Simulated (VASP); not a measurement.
# Mg in VASP: further runs

The runs below take Mg through single point, with PBE.

Everything below comes from runs of VASP 6.6.1. Logs are shortened: lines on timing, memory, paths and dates and some standing lists are left out, and cuts for length are marked.

## 1. The cell of the first run

It takes space group I4/mmm (No. 139, tetragonal). Conventional cell: a = 3.099 Å, b = 3.099 Å, c = 4.651 Å, α = 90.00°, β = 90.00°, γ = 90.00°. Within 4.1 Å of Mg (site symmetry 4/mmm) lie 12 Mg at 3.10 to 3.20 Å.

## 2. Single point, PBE (strained)

INCAR reads:

```
  ALGO = Normal
  EDIFF = 1E-7
  ENCUT = 520
  GGA = PE
  ISIF = 2
  ISMEAR = 0
  LASPH = T
  LCHARG = F
  LREAL = F
  LWAVE = F
  NBANDS = 7
  NELM = 100
  PREC = Accurate
  SIGMA = 0.1
```

KPOINTS reads:

```
k-points
0
Gamma
  14 14 14
```

POSCAR reads:

```
Mg
1.0
    0.0000000000      2.1909998051      2.1909998051
    2.3256551651      0.0000000000      2.1909998051
    2.3256551651      2.1909998051      0.0000000000
Mg
1
Direct
    0.0000000000      0.0000000000      0.0000000000
```

Potentials or basis: VASP PAW PBE potentials, release 64 (Mg).

On the command line:

```bash
$ cat potpaw_PBE.64/Mg/POTCAR > POTCAR
$ mpirun -np 1 vasp_std > vasp.out
```

OUTCAR:

```text
EDIFF = 1E-7
   ENCUT = 520
   GGA = PE
   ISIF = 2
   ISMEAR = 0
   LASPH = T
   LREAL = F
   NELM = 100
   PREC = Accurate

 ion  position               nearest neighbor table
   1  0.000  0.000  0.000-

  LATTYP: Found a body centered tetragonal cell.
 ALAT       =     3.0985416395
 C/A-ratio  =     1.5011288765

  Lattice vectors:

 A1 = (   2.3256551651,   0.0000000000,   2.1909998051)
 A2 = (   2.3256551651,   0.0000000000,  -2.1909998051)
 A3 = (  -2.3256551651,   2.1909998051,   0.0000000000)

Analysis of symmetry for initial positions (statically):
=====================================================================
 Subroutine PRICEL returns:
 Original cell was already a primitive cell.

 Routine SETGRP: Setting up the symmetry group for a
 body centered tetragonal supercell.

 Subroutine GETGRP returns: Found 16 space group operations
 (whereof 16 operations were pure point group operations)
 out of a pool of 16 trial point group operations.

The static configuration has the point symmetry D_4h.

Analysis of symmetry for dynamics (positions and initial velocities):
=====================================================================
 Subroutine PRICEL returns:
 Original cell was already a primitive cell.

 Routine SETGRP: Setting up the symmetry group for a
 body centered tetragonal supercell.

 Subroutine GETGRP returns: Found 16 space group operations
 (whereof 16 operations were pure point group operations)
 out of a pool of 16 trial point group operations.

The dynamic configuration has the point symmetry D_4h.

 Subroutine INISYM returns: Found 16 space group operations
 (whereof 16 operations are pure point group operations),
 and found     1 'primitive' translations

----------------------------------------------------------------------------------------

                                     Primitive cell

  volume of cell :      22.3285

  direct lattice vectors                    reciprocal lattice vectors
     0.000000000  2.190999805  2.190999805    -0.214993180  0.228206319  0.228206319
     2.325655165  0.000000000  2.190999805     0.214993180 -0.228206319  0.228206319
     2.325655165  2.190999805  0.000000000     0.214993180  0.228206319 -0.228206319

  length of vectors
     3.098541640  3.195176379  3.195176379     0.387786430  0.387786430  0.387786430

  position of ions in fractional coordinates (direct lattice)
     0.000000000  0.000000000  0.000000000

  ion indices of the primitive-cell ions
   primitive index   ion index
                 1           1

----------------------------------------------------------------------------------------

 KPOINTS: k-points

Automatic generation of k-mesh.
 Grid dimensions read from file:
 generate k-points for:   14   14   14

 Generating k-lattice:

  Cartesian coordinates                     Fractional coordinates (reciprocal lattice)
    -0.015356656  0.016300451  0.016300451     0.071428571  0.000000000  0.000000000
     0.015356656 -0.016300451  0.016300451     0.000000000  0.071428571  0.000000000
     0.015356656  0.016300451 -0.016300451     0.000000000  0.000000000  0.071428571

  Length of vectors
     0.027699031  0.027699031  0.027699031

  Shift w.r.t. Gamma in fractional coordinates (k-lattice)
     0.000000000  0.000000000  0.000000000

 Subroutine IBZKPT returns following result:
 ===========================================

 Found    244 irreducible k-points:

 Following reciprocal coordinates:
            Coordinates               Weight
  0.000000  0.000000  0.000000      1.000000
  0.071429  0.000000  0.000000      8.000000
  0.142857 -0.000000 -0.000000      8.000000
  0.214286  0.000000  0.000000      8.000000
  0.285714  0.000000  0.000000      8.000000
  0.357143  0.000000  0.000000      8.000000
[... 16 lines left out ...]
  0.214286  0.142857  0.000000     16.000000
  0.285714  0.142857 -0.000000     16.000000
 [... further k-points ...]
   k-points           NKPTS =    244   k-points in BZ     NKDIM =    244   number of bands    NBANDS=      7
   number of dos      NEDOS =    301   number of ions     NIONS =      1
   total plane-waves  NPLWV =  13824
   dimension x,y,z NGX =    24 NGY =   24 NGZ =   24
   dimension x,y,z NGXF=    48 NGYF=   48 NGZF=   48
   ions per type =               1
   NGX,Y,Z   is equivalent  to a cutoff of  12.88, 12.49, 12.49 a.u.
   NGXF,Y,Z  is equivalent  to a cutoff of  25.75, 24.97, 24.97 a.u.
 SYSTEM =  unknown system
   PREC   = accura    normal or accurate (medium, high low for compatibility)
   ISTART =      0    job   : 0-new  1-cont  2-samecut
   ICHARG =      2    charge: 1-file 2-atom 10-const
   ISPIN  =      1    spin polarized calculation?
   LNONCOLLINEAR =      F non collinear calculations
   LSORBIT =      F    spin-orbit coupling
   LASPH  =      T    aspherical Exc in radial PAW
   ENCUT  =  520.0 eV  38.22 Ry    6.18 a.u.   5.76  5.94  5.94*2*pi/ulx,y,z
   NELM   =    100;   NELMIN=  2; NELMDL= -5     # of ELM steps
   EDIFF  = 0.1E-06   stopping-criterion for ELM
   LREAL  =      F    real-space projection
   EDIFFG = 0.1E-05   stopping-criterion for IOM
   NSW    =      0    number of steps for IOM
   IBRION =     -1    ionic relax: 0-MD 1-quasi-New 2-CG
   NFREE  =      0    steps in history (QN), initial steepest desc. (CG)
   ISIF   =      2    stress and relaxation
   ISYM   =      2    0-nonsym 1-usesym 2-fastsym
   POTIM  = 0.5000    time-step for ionic-motion
   TEBEG  =    0.0;   TEEND  =   0.0 temperature during run
   PSTRESS=    0.0 pullay stress
   NELECT =       2.0000    total number of electrons
   NUPDOWN=      -1.0000    fix difference up-down
   EMIN   =  10.00;   EMAX   =-10.00  energy-range for DOS
   EFERMI =   0.00;   METHOD = LEGACY
   ISMEAR =     0;   SIGMA  =   0.10  broadening in eV -4-tet -1-fermi 0-gaus
   EFERMI_NEDOS =   21; number of points for ismear=-14 and -15
   IALGO  =     38    algorithm
   IMIX   =      4    mixing-type and parameters
     AMIX     =   0.40;   BMIX     =  1.00
     AMIX_MAG =   1.60;   BMIX_MAG =  1.00
  volume/ion in A,a.u.               =      22.33       150.68
  Fermi-wavevector in a.u.,A,eV,Ry     =   0.732484  1.384194  7.299973  0.536533
  Thomas-Fermi vector in A             =   1.824958
   LORBIT       =      0    0 simple, 1 ext, 2 COOP (PROOUT), +10 PAW based schemes
   GGA     = PE    functional components
   LHFCALC =     F    Hartree Fock is set to
   AEXX    =    0.0000 exact exchange contribution
   IVDW    =     0    specifies the selected vdW correction
   LEPSILON=     F    determine dielectric tensor
   LRPA    =     F    only Hartree local field effects (RPA)
 non-spin polarized calculation
 Gauss-broadening in eV      SIGMA  =   0.10
  energy-cutoff  :      520.00
  volume of cell :       22.33
 maximum number of plane-waves:       622
   NGX = 11   NGY = 11   NGZ = 11

 number of electron       2.0000000 magnetization

 Free energy of the ion-electron system (eV)
  ---------------------------------------------------
  ext. energy  EPLUGINS =         0.00000000
  ---------------------------------------------------
  free energy    TOTEN  =        -1.48969625 eV

  energy without entropy =       -1.48716980  energy(sigma->0) =       -1.48843302

 E-fermi :   2.7431     XC(G=0):  -8.5778

 val. band max:        2.7292007551   @ k =  -0.3571   0.2857   0.1429
 cond. band min:       2.7722873095   @ k =  -0.2143   0.4286   0.3571
 fundamental gap:      0.0430865544
 Fermi energy:         2.7431184604

 k-point     1 :       0.0000    0.0000    0.0000
  band No.  band energies     occupation
      1      -4.2725      2.00000
      2      15.0372      0.00000
      3      15.4884      0.00000
      4      15.4884      0.00000
      5      17.3627      0.00000
      6      17.3627      0.00000
      7      17.5017      0.00000

 k-point     2 :       0.0714    0.0000    0.0000
  band No.  band energies     occupation
      1      -4.1568      2.00000
      2      13.6244      0.00000
      3      14.9212      0.00000
      4      15.2656      0.00000
      5      17.3580      0.00000
      6      17.7786      0.00000
      7      17.9164      0.00000

 k-point     3 :       0.1429   -0.0000   -0.0000
  band No.  band energies     occupation
      1      -3.8103      2.00000
      2      11.2490      0.00000
      3      14.4098      0.00000
      4      14.8915      0.00000
      5      16.9942      0.00000
      6      18.0696      0.00000
      7      18.7306      0.00000

 k-point     4 :       0.2143    0.0000    0.0000
  band No.  band energies     occupation
      1      -3.2357      2.00000
      2       8.9269      0.00000
      3      13.9716      0.00000
      4      14.6055      0.00000
      5      16.5150      0.00000
      6      17.1065      0.00000
      7      18.9398      0.00000

 k-point     5 :       0.2857    0.0000    0.0000
  band No.  band energies     occupation
      1      -2.4372      2.00000
      2       6.7472      0.00000
      3      13.6717      0.00000
      4      14.4677      0.00000
      5      15.7731      0.00000
      6      16.6793      0.00000
      7      17.7793      0.00000
[... 161 lines left out ...]
 k-point    22 :       0.1429    0.1429    0.0000
  band No.  band energies     occupation
      1      -3.6328      2.00000
      2      12.6385      0.00000
      3      12.7384      0.00000
      4      13.0446      0.00000
      5      15.5475      0.00000
      6      17.3280      0.00000
      7      20.7357      0.00000

 k-point    23 :       0.2143    0.1429    0.0000
  band No.  band energies     occupation
      1      -3.2000      2.00000
      2      10.5909      0.00000
      3      12.2963      0.00000
      4      13.1126      0.00000
      5      15.1412      0.00000
      6      16.3439      0.00000
      7      20.4629      0.00000

 k-point    24 :       0.2857    0.1429   -0.0000
  band No.  band energies     occupation
      1      -2.5415      2.00000
      2       8.3962      0.00000
      3      11.8947      0.00000
      4      12.9093      0.00000
      5      14.3842      0.00000
      6      16.9171      0.00000
      7      19.5207      0.00000

 [... further k-points ...]
[... 5 lines left out ...]
  --------------------------------------------------------------------------------------
  -------------------------------------------------------------------------------------
  Total       -0.0203165      0.2707647      0.2707647      0.0000000      0.0000000      0.0000000
  in kB       -1.4578080     19.4286471     19.4286471      0.0000000      0.0000000      0.0000000
  external PRESSURE =      12.4664954 kB  Pullay stress =       0.0000000 kB

 VOLUME and BASIS-vectors are now :
 -----------------------------------------------------------------------------
  energy-cutoff  :      520.00
  volume of cell :       22.33
      direct lattice vectors                 reciprocal lattice vectors
     0.000000000  2.190999805  2.190999805    -0.214993180  0.228206319  0.228206319
     2.325655165  0.000000000  2.190999805     0.214993180 -0.228206319  0.228206319
     2.325655165  2.190999805  0.000000000     0.214993180  0.228206319 -0.228206319

 POSITION                                       TOTAL-FORCE (eV/Angst)
 -----------------------------------------------------------------------------------
      0.00000      0.00000      0.00000         0.000000      0.000000     -0.000000
 -----------------------------------------------------------------------------------
    total drift:                               -0.000000      0.000000      0.000000

  FREE ENERGIE OF THE ION-ELECTRON SYSTEM (eV)
  ---------------------------------------------------
  free  energy   TOTEN  =        -1.4896962499 eV

  energy  without entropy=       -1.4871697985  energy(sigma->0) =       -1.48843302
```

It took 18 s on 1 thread of Intel Xeon Platinum 8259CL at 2.50GHz (Skylake/Cascade Lake), shared host; peak memory 0.16 GiB.

Results:

```
Free energy            : -1.4897 eV
Pressure               : 1.2 GPa
Band gap on the k mesh : zero (band 1 reaches 4.09 eV, above the bottom of band 2 at 1.50 eV)
```

Caveat: the cell differs from its parent crystal (strained).

## 3. Single point, PBE (strained)

INCAR reads:

```
  PREC = Accurate
  ENCUT = 520
  EDIFF = 1E-6
  ISMEAR = 0
  SIGMA = 0.1
  LREAL = F
  LASPH = T
  NELM = 100
  ALGO = Fast
  ISIF = 2
  LWAVE = F
  LCHARG = F
  GGA = PE
  NBANDS = 7
```

KPOINTS reads:

```
Automatic mesh
0
Gamma
  15 15 15
```

POSCAR reads:

```
Mg
1.0
   -0.0897702400      2.2041062602      2.2041062602
    2.2041062602     -0.0897702400      2.2041062602
    2.2041062602      2.2041062602     -0.0897702400
Mg
1
Direct
    0.0000000000      0.0000000000      0.0000000000
```

Potentials or basis: VASP PAW PBE potentials, release 64 (Mg).

On the command line:

```bash
$ cat potpaw_PBE.64/Mg/POTCAR > POTCAR
$ mpirun -np 1 vasp_std > vasp.out
```

Wall time 21 s (1 thread of Intel Xeon Platinum 8259CL at 2.50GHz (Skylake/Cascade Lake), shared host); peak memory 0.18 GiB.

The run converged. Its results:

```
Free energy            : -1.4844 eV
Pressure               : 0.7 GPa
Band gap on the k mesh : zero (band 1 reaches 3.89 eV, above the bottom of band 2 at 1.38 eV)
```

Stress tensor (GPa, compression positive):
```
0.69 1.10 1.10
1.10 0.69 1.10
1.10 1.10 0.69
```

Levels at points of the mesh, in eV from the Fermi level:
```tsv
k point	band 1	band 2	band 3	band 4
(0.00, 0.00, 0.00)	-6.94	11.92	11.92	13.46
```

Caveat: the cell differs from its parent crystal (strained).

## 4. Single point, PBE (the cell strained at random)

INCAR reads:

```
PREC = Accurate
ENCUT = 520
EDIFF = 1E-6
ISMEAR = 0
SIGMA = 0.1
LREAL = False
LASPH = True
NELM = 60
ALGO = Fast
ISIF = 2
LWAVE = False
LCHARG = False
GGA = PE
NBANDS = 7
```

KPOINTS reads:

```
Automatic mesh
0
Gamma
  14 14 14
```

POSCAR reads:

```
Mg
1.0
   -0.0017280771      2.1477529920      2.1360155331
    2.1178595021     -0.0399926419      2.1742800979
    2.1293725354      2.1975305901     -0.0515056752
Mg
1
Direct
    0.0000000000      0.0000000000      0.0000000000
```

On the command line:

```bash
$ cat potpaw_PBE.64/Mg/POTCAR > POTCAR
$ mpirun -np 1 vasp_std > vasp.out
```

Wall time 76 s (1 thread of Intel Xeon Platinum 8259CL at 2.50GHz (Skylake/Cascade Lake), shared host); peak memory 0.32 GiB.

It converged, with:

* Free energy: -1.4469 eV
* Pressure: 5.9 GPa
* Band gap on the k mesh: zero (band 1 reaches 4.60 eV, above the bottom of band 2 at 1.77 eV)

Stress tensor (GPa, compression positive):
```
 6.23 -0.19  0.25
-0.19  5.69  1.59
 0.25  1.59  5.83
```

Levels at points of the mesh, in eV from the Fermi level:
```csv
k point,band 1,band 2,band 3,band 4,band 5
"(0.00, 0.00, 0.00)",-7.44,12.53,13.30,13.70,14.95
"(0.50, 0.00, 0.00)",-1.77,-1.06,11.19,12.32,12.59
"(0.00, 0.50, 0.00)",-1.97,-1.39,12.08,12.20,13.50
"(0.50, 0.50, 0.00)",-0.32,0.79,6.44,7.69,7.86
"(0.00, 0.00, 0.50)",-2.02,-1.49,12.18,12.31,13.61
"(0.50, 0.00, 0.50)",-0.40,0.71,6.50,7.75,7.97
"(0.00, 0.50, 0.50)",0.05,1.18,6.07,6.70,8.00
"(0.50, 0.50, 0.50)",-1.76,-1.05,11.20,12.28,12.62
```

Caveat: the cell differs from its parent crystal (the cell strained at random).

## 5. Summary

```csv
cell,k mesh,gap on the mesh (eV),pressure (GPa)
"a = 3.099, b = 3.195, c = 3.195 Å, angles 58.0, 61.0, 61.0°, 1 atom",14 × 14 × 14,none,1.2
"a = 3.118 Å, angles 62.7°, 1 atom",15 × 15 × 15,none,0.7
"a = 3.029, b = 3.036, c = 3.060 Å, angles 62.4, 60.2, 60.3°, 1 atom",14 × 14 × 14,none,5.9
```

Alike in all rows: task single point; level PBE; potentials or basis VASP PAW PBE potentials, release 64 (Mg); no spin polarisation; cutoff (eV) 520; smearing gaussian 0.1 eV.

Absolute energies hang on the potentials; compare differences alone.
